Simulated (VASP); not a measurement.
# Zr2TeSe (P-3m1) in VASP: further runs

The runs below take Zr2TeSe through single point, with PBE.

Program: VASP 6.6.1. These are calculated values, not measurements. Logs are shortened: lines on timing, memory, paths and dates and some standing lists are left out, and cuts for length are marked.

### Step 1. The cell of the first run

It takes space group P-3m1 (No. 164, trigonal). Conventional cell: a = 3.660 Å, b = 3.660 Å, c = 7.732 Å, α = 90.00°, β = 90.00°, γ = 120.00°. Zr (site symmetry 3m) has 3 Se at 2.76 Å and 3 Te at 2.97 Å and 6 Zr at 3.66 Å within 3.7 Å. Te (site symmetry -3m) has 6 Zr at 2.97 Å and 6 Te at 3.66 Å and 2 Se at 3.87 Å within 3.9 Å. Within 3.7 Å of Se (site symmetry -3m) lie 6 Zr at 2.76 Å and 6 Se at 3.66 Å.

The cell was generated, and may not be a known phase.

### Step 2. Single point, PBE

File INCAR:

```
ALGO = Normal
EDIFF = 1E-6
ENCUT = 520
GGA = PE
ISIF = 2
ISMEAR = 0
LASPH = T
LCHARG = F
LREAL = F
LWAVE = F
NBANDS = 26
NELM = 60
PREC = Accurate
SIGMA = 0.1
```

File KPOINTS:

```
k-points
0
Gamma
  6 6 4
```

File POSCAR:

```
Zr2TeSe
1.0
    3.6598382271      0.0000000000      0.0000000000
   -1.8299191135      3.1695128784      0.0000000000
    0.0000000000      0.0000000000      7.7319318420
Zr Te Se
2 1 1
Direct
    0.3333333333      0.6666666667      0.7701077686
    0.6666666667      0.3333333333      0.2298922314
    0.0000000000      0.0000000000      0.5000000000
    0.0000000000      0.0000000000      0.0000000000
```

Potentials or basis: VASP PAW PBE potentials, release 64 (Zr_sv, Te, Se).

The run is started by

```console
$ cat potpaw_PBE.64/Zr_sv/POTCAR potpaw_PBE.64/Te/POTCAR potpaw_PBE.64/Se/POTCAR > POTCAR
$ mpirun -np 1 vasp_std > vasp.out
```

OUTCAR:

```text
EDIFF = 1E-6
   ENCUT = 520
   GGA = PE
   ISIF = 2
   ISMEAR = 0
   LASPH = T
   LREAL = F
   NELM = 60
   PREC = Accurate

 ion  position               nearest neighbor table
   1  0.333  0.667  0.770-   4 2.76   4 2.76   4 2.76   3 2.97   3 2.97   3 2.97
   2  0.667  0.333  0.230-   4 2.76   4 2.76   4 2.76   3 2.97   3 2.97   3 2.97
   3  0.000  0.000  0.500-   1 2.97   2 2.97   1 2.97   2 2.97   2 2.97   1 2.97
   4  0.000  0.000  0.000-   1 2.76   2 2.76   1 2.76   2 2.76   2 2.76   1 2.76

  LATTYP: Found a hexagonal cell.
 ALAT       =     3.6598382271
 C/A-ratio  =     2.1126430629

  Lattice vectors:

 A1 = (   3.6598382271,   0.0000000000,   0.0000000000)
 A2 = (  -1.8299191135,   3.1695128784,   0.0000000000)
 A3 = (   0.0000000000,   0.0000000000,   7.7319318420)

Analysis of symmetry for initial positions (statically):
=====================================================================
 Subroutine PRICEL returns:
 Original cell was already a primitive cell.

 Routine SETGRP: Setting up the symmetry group for a
 hexagonal supercell.

 Subroutine GETGRP returns: Found 12 space group operations
 (whereof 12 operations were pure point group operations)
 out of a pool of 24 trial point group operations.

The static configuration has the point symmetry D_3d.

Analysis of symmetry for dynamics (positions and initial velocities):
=====================================================================
 Subroutine PRICEL returns:
 Original cell was already a primitive cell.

 Routine SETGRP: Setting up the symmetry group for a
 hexagonal supercell.

 Subroutine GETGRP returns: Found 12 space group operations
 (whereof 12 operations were pure point group operations)
 out of a pool of 24 trial point group operations.

The dynamic configuration has the point symmetry D_3d.

 Subroutine INISYM returns: Found 12 space group operations
 (whereof 12 operations are pure point group operations),
 and found     1 'primitive' translations

----------------------------------------------------------------------------------------

                                     Primitive cell

  volume of cell :      89.6897

  direct lattice vectors                    reciprocal lattice vectors
     3.659838227  0.000000000  0.000000000     0.273236121  0.157752948  0.000000000
    -1.829919113  3.169512878  0.000000000     0.000000000  0.315505896  0.000000000
     0.000000000  0.000000000  7.731931842     0.000000000  0.000000000  0.129333784

  length of vectors
     3.659838227  3.659838227  7.731931842     0.315505896  0.315505896  0.129333784

  position of ions in fractional coordinates (direct lattice)
     0.333333333  0.666666667  0.770107769
     0.666666667  0.333333333  0.229892231
     0.000000000  0.000000000  0.500000000
     0.000000000  0.000000000  0.000000000

  ion indices of the primitive-cell ions
   primitive index   ion index
                 1           1
                 2           2
                 3           3
                 4           4

----------------------------------------------------------------------------------------

 KPOINTS: k-points

Automatic generation of k-mesh.
 Grid dimensions read from file:
 generate k-points for:    6    6    4

 Generating k-lattice:

  Cartesian coordinates                     Fractional coordinates (reciprocal lattice)
     0.045539353  0.026292158  0.000000000     0.166666667  0.000000000  0.000000000
     0.000000000  0.052584316  0.000000000     0.000000000  0.166666667  0.000000000
     0.000000000  0.000000000  0.032333446     0.000000000  0.000000000  0.250000000

  Length of vectors
     0.052584316  0.052584316  0.032333446

  Shift w.r.t. Gamma in fractional coordinates (k-lattice)
     0.000000000  0.000000000  0.000000000

 Subroutine IBZKPT returns following result:
 ===========================================

 Found     24 irreducible k-points:

 Following reciprocal coordinates:
            Coordinates               Weight
  0.000000  0.000000  0.000000      1.000000
  0.166667  0.000000  0.000000      6.000000
  0.333333  0.000000  0.000000      6.000000
  0.500000 -0.000000  0.000000      3.000000
  0.166667  0.166667  0.000000      6.000000
  0.333333  0.166667  0.000000     12.000000
[... 16 lines left out ...]
  0.333333  0.166667  0.500000     12.000000
  0.333333  0.333333  0.500000      2.000000
   k-points           NKPTS =     24   k-points in BZ     NKDIM =     24   number of bands    NBANDS=     26
   number of dos      NEDOS =    301   number of ions     NIONS =      4
   total plane-waves  NPLWV =  47040
   dimension x,y,z NGX =    28 NGY =   28 NGZ =   60
   dimension x,y,z NGXF=    56 NGYF=   56 NGZF=  120
   ions per type =               2   1   1
   NGX,Y,Z   is equivalent  to a cutoff of  12.72, 12.72, 12.90 a.u.
   NGXF,Y,Z  is equivalent  to a cutoff of  25.44, 25.44, 25.80 a.u.
 SYSTEM =  unknown system
   PREC   = accura    normal or accurate (medium, high low for compatibility)
   ISTART =      0    job   : 0-new  1-cont  2-samecut
   ICHARG =      2    charge: 1-file 2-atom 10-const
   ISPIN  =      1    spin polarized calculation?
   LNONCOLLINEAR =      F non collinear calculations
   LSORBIT =      F    spin-orbit coupling
   LASPH  =      T    aspherical Exc in radial PAW
   ENCUT  =  520.0 eV  38.22 Ry    6.18 a.u.   6.80  6.80 14.38*2*pi/ulx,y,z
   NELM   =     60;   NELMIN=  2; NELMDL= -5     # of ELM steps
   EDIFF  = 0.1E-05   stopping-criterion for ELM
   LREAL  =      F    real-space projection
   EDIFFG = 0.1E-04   stopping-criterion for IOM
   NSW    =      0    number of steps for IOM
   IBRION =     -1    ionic relax: 0-MD 1-quasi-New 2-CG
   NFREE  =      0    steps in history (QN), initial steepest desc. (CG)
   ISIF   =      2    stress and relaxation
   ISYM   =      2    0-nonsym 1-usesym 2-fastsym
   POTIM  = 0.5000    time-step for ionic-motion
   TEBEG  =    0.0;   TEEND  =   0.0 temperature during run
   PSTRESS=    0.0 pullay stress
   NELECT =      36.0000    total number of electrons
   NUPDOWN=      -1.0000    fix difference up-down
   EMIN   =  10.00;   EMAX   =-10.00  energy-range for DOS
   EFERMI =   0.00;   METHOD = LEGACY
   ISMEAR =     0;   SIGMA  =   0.10  broadening in eV -4-tet -1-fermi 0-gaus
   EFERMI_NEDOS =   21; number of points for ismear=-14 and -15
   IALGO  =     38    algorithm
   IMIX   =      4    mixing-type and parameters
     AMIX     =   0.40;   BMIX     =  1.00
     AMIX_MAG =   1.60;   BMIX_MAG =  1.00
  volume/ion in A,a.u.               =      22.42       151.31
  Fermi-wavevector in a.u.,A,eV,Ry     =   1.207614  2.282060 19.841810  1.458332
  Thomas-Fermi vector in A             =   2.343247
   LORBIT       =      0    0 simple, 1 ext, 2 COOP (PROOUT), +10 PAW based schemes
   GGA     = PE    functional components
   LHFCALC =     F    Hartree Fock is set to
   AEXX    =    0.0000 exact exchange contribution
   IVDW    =     0    specifies the selected vdW correction
   LEPSILON=     F    determine dielectric tensor
   LRPA    =     F    only Hartree local field effects (RPA)
 non-spin polarized calculation
 Gauss-broadening in eV      SIGMA  =   0.10
  energy-cutoff  :      520.00
  volume of cell :       89.69
 maximum number of plane-waves:      2439
 NGX is ok and might be reduce to    28
   NGX = 13   NGY = 13   NGZ = 29

 number of electron      36.0000000 magnetization

 Free energy of the ion-electron system (eV)
  ---------------------------------------------------
  ext. energy  EPLUGINS =         0.00000000
  ---------------------------------------------------
  free energy    TOTEN  =       -27.15984027 eV

  energy without entropy =      -27.15284178  energy(sigma->0) =      -27.15634102

 E-fermi :   9.4899     XC(G=0): -10.8806

 val. band max:        9.4123266462   @ k =   0.5000  -0.0000   0.0000
 cond. band min:       9.5321495713   @ k =   0.0000   0.0000   0.2500
 fundamental gap:      0.1198229251
 Fermi energy:         9.4899465561

 k-point     1 :       0.0000    0.0000    0.0000
  band No.  band energies     occupation
      1     -40.3005      2.00000
      2     -40.2968      2.00000
      3     -18.5647      2.00000
      4     -18.4632      2.00000
      5     -18.1885      2.00000
      6     -18.1885      2.00000
[... 18 lines left out ...]
     25      12.2299      0.00000
     26      12.5259      0.00000

 k-point     2 :       0.1667    0.0000    0.0000
  band No.  band energies     occupation
      1     -40.2957      2.00000
      2     -40.2924      2.00000
      3     -18.5448      2.00000
      4     -18.4563      2.00000
      5     -18.2515      2.00000
      6     -18.2432      2.00000
[... 18 lines left out ...]
     25      11.9383      0.00000
     26      12.9433      0.00000

 k-point     3 :       0.3333    0.0000    0.0000
  band No.  band energies     occupation
      1     -40.2860      2.00000
      2     -40.2838      2.00000
      3     -18.5017      2.00000
      4     -18.4463      2.00000
      5     -18.3716      2.00000
      6     -18.3544      2.00000
[... 18 lines left out ...]
     25      12.5114      0.00000
     26      13.7816      0.00000

 k-point     4 :       0.5000   -0.0000    0.0000
  band No.  band energies     occupation
      1     -40.2810      2.00000
      2     -40.2796      2.00000
      3     -18.4742      2.00000
      4     -18.4540      2.00000
      5     -18.4242      2.00000
      6     -18.4085      2.00000
[... 18 lines left out ...]
     25      12.4063      0.00000
     26      13.4876      0.00000
[... 496 lines left out ...]
      1     -40.2881      2.00000
      2     -40.2864      2.00000
      3     -18.4989      2.00000
      4     -18.4646      2.00000
      5     -18.3248      2.00000
      6     -18.3205      2.00000
[... 18 lines left out ...]
     25      12.6760      0.00000
     26      12.9501      0.00000

 k-point    23 :       0.3333    0.1667    0.5000
  band No.  band energies     occupation
      1     -40.2807      2.00000
      2     -40.2799      2.00000
      3     -18.4712      2.00000
      4     -18.4565      2.00000
      5     -18.3932      2.00000
      6     -18.3826      2.00000
[... 18 lines left out ...]
     25      12.3146      0.00000
     26      12.4089      0.00000

 k-point    24 :       0.3333    0.3333    0.5000
  band No.  band energies     occupation
      1     -40.2780      2.00000
      2     -40.2780      2.00000
      3     -18.4551      2.00000
      4     -18.4551      2.00000
      5     -18.3757      2.00000
      6     -18.3551      2.00000
[... 18 lines left out ...]
     25      13.3479      0.00000
     26      13.5437      0.00000

------------------------ aborting loop because EDIFF is reached ----------------------------------------

  FORCE on cell =-STRESS in cart. coord.  units (eV):
  Direction    XX          YY          ZZ          XY          YZ          ZX
  --------------------------------------------------------------------------------------
  -------------------------------------------------------------------------------------
  Total        0.0335706      0.0335706      0.0406496      0.0000000     -0.0000000      0.0000000
  in kB        0.5996900      0.5996900      0.7261472      0.0000000     -0.0000000      0.0000000
  external PRESSURE =       0.6418424 kB  Pullay stress =       0.0000000 kB

 VOLUME and BASIS-vectors are now :
 -----------------------------------------------------------------------------
  energy-cutoff  :      520.00
  volume of cell :       89.69
      direct lattice vectors                 reciprocal lattice vectors
     3.659838227  0.000000000  0.000000000     0.273236121  0.157752948  0.000000000
    -1.829919113  3.169512878  0.000000000     0.000000000  0.315505896  0.000000000
     0.000000000  0.000000000  7.731931842     0.000000000  0.000000000  0.129333784

 POSITION                                       TOTAL-FORCE (eV/Angst)
 -----------------------------------------------------------------------------------
     -0.00000      2.11301      5.95442        -0.000000      0.000000     -0.004509
      1.82992      1.05650      1.77751         0.000000      0.000000      0.004509
      0.00000      0.00000      3.86597        -0.000000      0.000000      0.000000
      0.00000      0.00000      0.00000        -0.000000      0.000000      0.000000
 -----------------------------------------------------------------------------------
    total drift:                                0.000000     -0.000000      0.000000

  FREE ENERGIE OF THE ION-ELECTRON SYSTEM (eV)
  ---------------------------------------------------
  free  energy   TOTEN  =       -27.1598402713 eV

  energy  without entropy=      -27.1528417776  energy(sigma->0) =      -27.15634102
```

It took 51 s on 1 thread of AMD EPYC 7R43 (Zen 3), shared host; peak memory 0.2 GiB.

What came out:

```
Free energy            : -27.1598 eV
Pressure               : 0.1 GPa
Largest force          : 0.005 eV/Å
Band gap on the k mesh : zero (bands 18 and 19 overlap by 0.34 eV)
```

Forces on the atoms (eV/Å):
```
Zr   0.000  0.000 -0.005
Zr   0.000  0.000  0.005
Te   0.000  0.000  0.000
Se   0.000  0.000  0.000
```

Caveat: spin-orbit coupling is left out, which moves the levels of the heavy elements.

(Part 1 of 2 ends here.)

The gap in the log of VASP goes by the Fermi energy; the results here count the filled bands.